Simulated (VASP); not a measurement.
# Lu (Fm-3m) in VASP: notebook

Lu is run at these levels: r2SCAN; tasks: single point, relaxation of cell and atoms.

Everything below comes from runs of VASP 6.6.1. Logs are shortened: lines on timing, memory, paths and dates and some standing lists are left out, and cuts for length are marked.

## 1. The cell of the first run

It takes space group Fm-3m (No. 225, cubic). The conventional cell has a = 4.906 Å, b = 4.906 Å, c = 4.906 Å, α = 90.00°, β = 90.00°, γ = 90.00°. Lu (site symmetry m-3m) has 12 Lu at 3.47 Å within 4.6 Å.

## 2. Single point, r2SCAN

Input file POSCAR:

```
Lu
1.0
    0.0000000000      2.4528427132      2.4528427132
    2.4528427132      0.0000000000      2.4528427132
    2.4528427132      2.4528427132      0.0000000000
Lu
1
Direct
    0.0000000000      0.0000000000      0.0000000000
```

Input file INCAR.step1:

```
SYSTEM = Lu
PREC = Accurate
ENCUT = 520
ISMEAR = 1
SIGMA = 0.1
LREAL = .False.
LASPH = .True.
NELM = 60
NBANDS = 18
GGA = PE
ALGO = Normal
EDIFF = 1E-4
LWAVE = .True.
LCHARG = .False.
```

Input file INCAR.step2:

```
SYSTEM = Lu
PREC = Accurate
ENCUT = 520
EDIFF = 1E-6
ISMEAR = 1
SIGMA = 0.1
LREAL = .False.
LASPH = .True.
NELM = 60
ALGO = Normal
ISIF = 2
LWAVE = .False.
LCHARG = .False.
METAGGA = R2SCAN
LMIXTAU = .True.
NBANDS = 18
ISTART = 1
```

Input file KPOINTS:

```
regular mesh
0
Gamma
  8 8 8
  0 0 0
```

Potentials or basis: VASP PAW PBE potentials, release 64 (Lu).

Launch:

```sh
cat potpaw_PBE.64/Lu/POTCAR > POTCAR
cp INCAR.step1 INCAR
mpirun -np 1 vasp_std > vasp.out
cp INCAR.step2 INCAR
mpirun -np 1 vasp_std > vasp.out
```

OUTCAR:

```text
SYSTEM = Lu
   PREC = Accurate
   ENCUT = 520
   EDIFF = 1E-6
   ISMEAR = 1
   LREAL = .False.
   LASPH = .True.
   NELM = 60
   ISIF = 2
   METAGGA = R2SCAN
   ISTART = 1

 ion  position               nearest neighbor table
   1  0.000  0.000  0.000-

  LATTYP: Found a face centered cubic cell.
 ALAT       =     4.9056854264

  Lattice vectors:

 A1 = (   0.0000000000,   2.4528427132,   2.4528427132)
 A2 = (   2.4528427132,   0.0000000000,   2.4528427132)
 A3 = (   2.4528427132,   2.4528427132,   0.0000000000)

Analysis of symmetry for initial positions (statically):
=====================================================================
 Subroutine PRICEL returns:
 Original cell was already a primitive cell.

 Routine SETGRP: Setting up the symmetry group for a
 face centered cubic supercell.

 Subroutine GETGRP returns: Found 48 space group operations
 (whereof 48 operations were pure point group operations)
 out of a pool of 48 trial point group operations.

The static configuration has the point symmetry O_h .

Analysis of symmetry for dynamics (positions and initial velocities):
=====================================================================
 Subroutine PRICEL returns:
 Original cell was already a primitive cell.

 Routine SETGRP: Setting up the symmetry group for a
 face centered cubic supercell.

 Subroutine GETGRP returns: Found 48 space group operations
 (whereof 48 operations were pure point group operations)
 out of a pool of 48 trial point group operations.

The dynamic configuration has the point symmetry O_h .

 Subroutine INISYM returns: Found 48 space group operations
 (whereof 48 operations are pure point group operations),
 and found     1 'primitive' translations

----------------------------------------------------------------------------------------

                                     Primitive cell

  volume of cell :      29.5147

  direct lattice vectors                    reciprocal lattice vectors
     0.000000000  2.452842713  2.452842713    -0.203845113  0.203845113  0.203845113
     2.452842713  0.000000000  2.452842713     0.203845113 -0.203845113  0.203845113
     2.452842713  2.452842713  0.000000000     0.203845113  0.203845113 -0.203845113

  length of vectors
     3.468843431  3.468843431  3.468843431     0.353070093  0.353070093  0.353070093

  position of ions in fractional coordinates (direct lattice)
     0.000000000  0.000000000  0.000000000

  ion indices of the primitive-cell ions
   primitive index   ion index
                 1           1

----------------------------------------------------------------------------------------

 KPOINTS: regular mesh

Automatic generation of k-mesh.
 Grid dimensions read from file:
 generate k-points for:    8    8    8

 Generating k-lattice:

  Cartesian coordinates                     Fractional coordinates (reciprocal lattice)
    -0.025480639  0.025480639  0.025480639     0.125000000  0.000000000  0.000000000
     0.025480639 -0.025480639  0.025480639     0.000000000  0.125000000  0.000000000
     0.025480639  0.025480639 -0.025480639     0.000000000  0.000000000  0.125000000

  Length of vectors
     0.044133762  0.044133762  0.044133762

  Shift w.r.t. Gamma in fractional coordinates (k-lattice)
     0.000000000  0.000000000  0.000000000

 Subroutine IBZKPT returns following result:
 ===========================================

 Found     29 irreducible k-points:

 Following reciprocal coordinates:
            Coordinates               Weight
  0.000000  0.000000  0.000000      1.000000
  0.125000  0.000000  0.000000      8.000000
  0.250000  0.000000  0.000000      8.000000
  0.375000  0.000000  0.000000      8.000000
  0.500000  0.000000  0.000000      4.000000
  0.125000  0.125000  0.000000      6.000000
[... 16 lines left out ...]
  0.500000  0.250000  0.125000     48.000000
 -0.375000  0.250000  0.125000     24.000000
 [... further k-points ...]
   k-points           NKPTS =     29   k-points in BZ     NKDIM =     29   number of bands    NBANDS=     18
   number of dos      NEDOS =    301   number of ions     NIONS =      1
   total plane-waves  NPLWV =  21952
   dimension x,y,z NGX =    28 NGY =   28 NGZ =   28
   dimension x,y,z NGXF=    56 NGYF=   56 NGZF=   56
   ions per type =               1
   NGX,Y,Z   is equivalent  to a cutoff of  13.42, 13.42, 13.42 a.u.
   NGXF,Y,Z  is equivalent  to a cutoff of  26.84, 26.84, 26.84 a.u.
 SYSTEM =  Lu
   PREC   = accura    normal or accurate (medium, high low for compatibility)
   ISTART =      1    job   : 0-new  1-cont  2-samecut
   ICHARG =      0    charge: 1-file 2-atom 10-const
   ISPIN  =      1    spin polarized calculation?
   LNONCOLLINEAR =      F non collinear calculations
   LSORBIT =      F    spin-orbit coupling
   LASPH  =      T    aspherical Exc in radial PAW
   ENCUT  =  520.0 eV  38.22 Ry    6.18 a.u.   6.45  6.45  6.45*2*pi/ulx,y,z
   NELM   =     60;   NELMIN=  2; NELMDL=  0     # of ELM steps
   EDIFF  = 0.1E-05   stopping-criterion for ELM
   LREAL  =      F    real-space projection
[... 7 lines left out ...]
   TEBEG  =    0.0;   TEEND  =   0.0 temperature during run
   PSTRESS=    0.0 pullay stress
   NELECT =      25.0000    total number of electrons
   NUPDOWN=      -1.0000    fix difference up-down
   EMIN   =  10.00;   EMAX   =-10.00  energy-range for DOS
   EFERMI =   0.00;   METHOD = LEGACY
   ISMEAR =     1;   SIGMA  =   0.10  broadening in eV -4-tet -1-fermi 0-gaus
   EFERMI_NEDOS =   21; number of points for ismear=-14 and -15
   IALGO  =     38    algorithm
   IMIX   =      4    mixing-type and parameters
     AMIX     =   0.40;   BMIX     =  1.00
     AMIX_MAG =   1.60;   BMIX_MAG =  1.00
  volume/ion in A,a.u.               =      29.51       199.18
  Fermi-wavevector in a.u.,A,eV,Ry     =   1.548966  2.927121 32.644387  2.399295
  Thomas-Fermi vector in A             =   2.653840
   LORBIT       =      0    0 simple, 1 ext, 2 COOP (PROOUT), +10 PAW based schemes
   METAGGA = R2SCAN    functional components
   LHFCALC =     F    Hartree Fock is set to
   AEXX    =    0.0000 exact exchange contribution
   IVDW    =     0    specifies the selected vdW correction
   LEPSILON=     F    determine dielectric tensor
   LRPA    =     F    only Hartree local field effects (RPA)
 non-spin polarized calculation
 Methfessel and Paxton  Order N= 1 SIGMA  =   0.10
  energy-cutoff  :      520.00
  volume of cell :       29.51
 maximum number of plane-waves:       821
 NGX is ok and might be reduce to    28
   NGX = 13   NGY = 13   NGZ = 13

 number of electron      24.9999999 magnetization

 Free energy of the ion-electron system (eV)
  ---------------------------------------------------
  ext. energy  EPLUGINS =         0.00000000
  ---------------------------------------------------
  free energy    TOTEN  =       -37.99559427 eV

  energy without entropy =      -37.99472795  energy(sigma->0) =      -37.99530549

 E-fermi :   2.1860     XC(G=0): -11.5416

 val. band max:        2.1313365522   @ k =  -0.2500   0.3750   0.1250
 cond. band min:       2.2130330628   @ k =   0.3750   0.2500   0.0000
 fundamental gap:      0.0816965107
 Fermi energy:         2.1859696713

 k-point     1 :       0.0000    0.0000    0.0000
  band No.  band energies     occupation
      1     -55.7962      2.00000
      2     -25.5625      2.00000
      3     -25.5624      2.00000
      4     -25.5624      2.00000
      5      -4.1621      2.00000
      6      -3.0842      2.00000
[... 10 lines left out ...]
     17       7.1354      0.00000
     18      12.7549      0.00000

 k-point     2 :       0.1250    0.0000    0.0000
  band No.  band energies     occupation
      1     -55.7919      2.00000
      2     -25.6366      2.00000
      3     -25.5720      2.00000
      4     -25.5719      2.00000
      5      -3.7238      2.00000
      6      -3.0759      2.00000
[... 10 lines left out ...]
     17       6.9245      0.00000
     18      13.6801      0.00000

 k-point     3 :       0.2500    0.0000    0.0000
  band No.  band energies     occupation
      1     -55.7813      2.00000
      2     -25.8113      2.00000
      3     -25.5949      2.00000
      4     -25.5949      2.00000
      5      -3.0625      2.00000
      6      -3.0329      2.00000
[... 10 lines left out ...]
     17       7.0784      0.00000
     18      12.5996      0.00000

 k-point     4 :       0.3750    0.0000    0.0000
  band No.  band energies     occupation
      1     -55.7707      2.00000
      2     -25.9802      2.00000
      3     -25.6177      2.00000
      4     -25.6177      2.00000
      5      -3.0657      2.00000
      6      -3.0281      2.00000
[... 10 lines left out ...]
     17       8.1471      0.00000
     18      11.3259      0.00000

 k-point     5 :       0.5000    0.0000    0.0000
  band No.  band energies     occupation
      1     -55.7663      2.00000
      2     -26.0486      2.00000
      3     -25.6271      2.00000
      4     -25.6271      2.00000
      5      -3.0690      2.00000
      6      -3.0372      2.00000
[... 10 lines left out ...]
     17       8.8702      0.00000
     18      10.7825      0.00000

 k-point     6 :       0.1250    0.1250    0.0000
  band No.  band energies     occupation
      1     -55.7904      2.00000
      2     -25.6348      2.00000
      3     -25.5882      2.00000
      4     -25.5882      2.00000
      5      -3.5785      2.00000
      6      -3.0726      2.00000
[... 307 lines left out ...]
 k-point    21 :       0.5000    0.5000    0.0000
  band No.  band energies     occupation
      1     -55.7564      2.00000
      2     -26.0184      2.00000
      3     -25.7368      2.00000
      4     -25.7367      2.00000
      5      -3.0324      2.00000
      6      -3.0215      2.00000
[... 10 lines left out ...]
     17       9.3701      0.00000
     18      10.8244      0.00000

 k-point    22 :       0.3750    0.2500    0.1250
  band No.  band energies     occupation
      1     -55.7734      2.00000
      2     -25.8531      2.00000
      3     -25.6842      2.00000
      4     -25.6248      2.00000
      5      -3.0385      2.00000
      6      -3.0361      2.00000
[... 10 lines left out ...]
     17       8.4535      0.00000
     18      13.4949      0.00000

 k-point    23 :       0.5000    0.2500    0.1250
  band No.  band energies     occupation
      1     -55.7649      2.00000
      2     -25.9431      2.00000
      3     -25.7378      2.00000
      4     -25.6524      2.00000
      5      -3.0432      2.00000
      6      -3.0358      2.00000
[... 10 lines left out ...]
     17       9.4097      0.00000
     18      11.2910      0.00000

 k-point    24 :      -0.3750    0.2500    0.1250
  band No.  band energies     occupation
      1     -55.7613      2.00000
      2     -25.9814      2.00000
      3     -25.7548      2.00000
      4     -25.6675      2.00000
      5      -3.0445      2.00000
      6      -3.0424      2.00000
[... 10 lines left out ...]
     17       9.6593      0.00000
     18      10.0458      0.00000

 [... further k-points ...]
[... 5 lines left out ...]
  --------------------------------------------------------------------------------------
  -------------------------------------------------------------------------------------
  Total       -0.0533556     -0.0533556     -0.0533556     -0.0000000     -0.0000000     -0.0000000
  in kB       -2.8963513     -2.8963513     -2.8963513     -0.0000000     -0.0000000     -0.0000000
  external PRESSURE =      -2.8963513 kB  Pullay stress =       0.0000000 kB

 VOLUME and BASIS-vectors are now :
 -----------------------------------------------------------------------------
  energy-cutoff  :      520.00
  volume of cell :       29.51
      direct lattice vectors                 reciprocal lattice vectors
     0.000000000  2.452842713  2.452842713    -0.203845113  0.203845113  0.203845113
     2.452842713  0.000000000  2.452842713     0.203845113 -0.203845113  0.203845113
     2.452842713  2.452842713  0.000000000     0.203845113  0.203845113 -0.203845113

 POSITION                                       TOTAL-FORCE (eV/Angst)
 -----------------------------------------------------------------------------------
      0.00000      0.00000      0.00000         0.000000     -0.000000     -0.000000
 -----------------------------------------------------------------------------------
    total drift:                               -0.000000     -0.000000     -0.000000

  FREE ENERGIE OF THE ION-ELECTRON SYSTEM (eV)
  ---------------------------------------------------
  free  energy   TOTEN  =       -37.9955942664 eV

  energy  without entropy=      -37.9947279475  energy(sigma->0) =      -37.99530549
```

Run time: 48 s. Hardware: 1 thread of AMD EPYC 9R45 (Zen 5), shared host; peak memory 0.15 GiB.

Results:

| Item | Value |
| --- | --- |
| Free energy | -37.9956 eV |
| Pressure | -0.3 GPa |

Caveat: the PAW data sets were made with another functional, which shifts forces and pressure a little; spin-orbit coupling is left out, which moves the levels of the heavy elements.

## 3. Relaxation of cell and atoms, r2SCAN

This run uses another cell than the first one, of 29.08 Å³/atom, 0.985 times its volume.

Input file POSCAR:

```
Lu
1.0
    0.0000000000      2.4406997286      2.4406997286
    2.4406997286      0.0000000000      2.4406997286
    2.4406997286      2.4406997286      0.0000000000
Lu
1
Direct
    0.0000000000      0.0000000000      0.0000000000
```

Input file INCAR.step1:

```
ALGO     = Normal         # electronic algorithm
EDIFF    = 1E-4           # SCF threshold, eV
ENCUT    = 600            # plane-wave cutoff, eV
GGA      = PE             # functional
ISMEAR   = 1              # smearing method
LASPH    = True           # aspherical terms in the spheres
LCHARG   = False          # write CHGCAR
LREAL    = False          # projectors in reciprocal space
LWAVE    = True           # write WAVECAR
NELM     = 60             # most SCF steps
PREC     = Accurate       # precision mode
SIGMA    = 0.1            # smearing width, eV
```

Input file INCAR.step2:

```
ALGO     = Normal         # electronic algorithm
EDIFF    = 1E-6           # SCF threshold, eV
EDIFFG   = -0.03          # ionic threshold
ENCUT    = 600            # plane-wave cutoff, eV
IBRION   = 2              # ionic algorithm
ISIF     = 3              # what is computed and relaxed
ISMEAR   = 1              # smearing method
ISTART   = 1            
LASPH    = True           # aspherical terms in the spheres
LCHARG   = False          # write CHGCAR
LMIXTAU  = True         
LREAL    = False          # projectors in reciprocal space
LWAVE    = False          # write WAVECAR
METAGGA  = R2SCAN         # meta-GGA
NELM     = 60             # most SCF steps
NSW      = 80             # ionic steps
PREC     = Accurate       # precision mode
SIGMA    = 0.1            # smearing width, eV
```

Input file KPOINTS:

```
k-points
0
Gamma
  8 8 8
```

Potentials or basis: VASP PAW PBE potentials, release 64 (Lu).

Launch:

```sh
cat potpaw_PBE.64/Lu/POTCAR > POTCAR
cp INCAR.step1 INCAR
mpirun -np 1 vasp_std > vasp.out
cp INCAR.step2 INCAR
mpirun -np 1 vasp_std > vasp.out
```

Wall time 2.3 min (1 thread of Intel Xeon Platinum 8259CL at 2.50GHz (Skylake/Cascade Lake), shared host); peak memory 0.19 GiB.

The run converged. Its results:

```yaml
Free_energy: -37.9964 eV
Relaxed_volume: 29.30 Å³/atom
Relaxed_cell: a = 3.460 Å, b = 3.460 Å, c = 3.460 Å, α = 60.00°, β = 60.00°, γ = 60.00°
Space_group_after_relaxing_to_0.05_Å: Fm-3m (No. 225)
Energy_gained_by_relaxing: 0.4 meV/atom
Ionic_steps: 2
Pressure_after_relaxing: 0.0 GPa
```

The path:
| step | energy change (eV) | largest force (eV/Å) | pressure (GPa) | volume (Å³) |
| --- | --- | --- | --- | --- |
| 1 | 0.0000 | 0.0000 | 0.29 | 29.08 |
| 2 | -0.0004 | 0.0000 | -0.04 | 29.30 |

Final structure:
```
Lu
1.0
     0.00000    2.44694    2.44694
     2.44694    0.00000    2.44694
     2.44694    2.44694    0.00000
Lu
1
Cartesian
  2.4469 2.4469 4.8939
```

Levels at points of the mesh, in eV from the Fermi level:
| k point | band 8 | band 9 | band 10 | band 11 | band 12 | band 13 | band 14 | band 15 | band 16 |
| --- | --- | --- | --- | --- | --- | --- | --- | --- | --- |
| (0.00, 0.00, 0.00) | -5.20 | -5.20 | -5.13 | -5.13 | -5.13 | 2.50 | 2.50 | 2.50 | 4.98 |
| (0.50, 0.00, 0.00) | -5.17 | -5.14 | -5.14 | -5.12 | -2.62 | 0.12 | 2.26 | 2.26 | 6.73 |
| (0.50, 0.50, 0.00) | -5.18 | -5.15 | -5.15 | -5.15 | -2.07 | -0.78 | 1.82 | 6.77 | 7.23 |

Caveat: the PAW data sets were made with another functional, which shifts forces and pressure a little; spin-orbit coupling is left out, which moves the levels of the heavy elements.
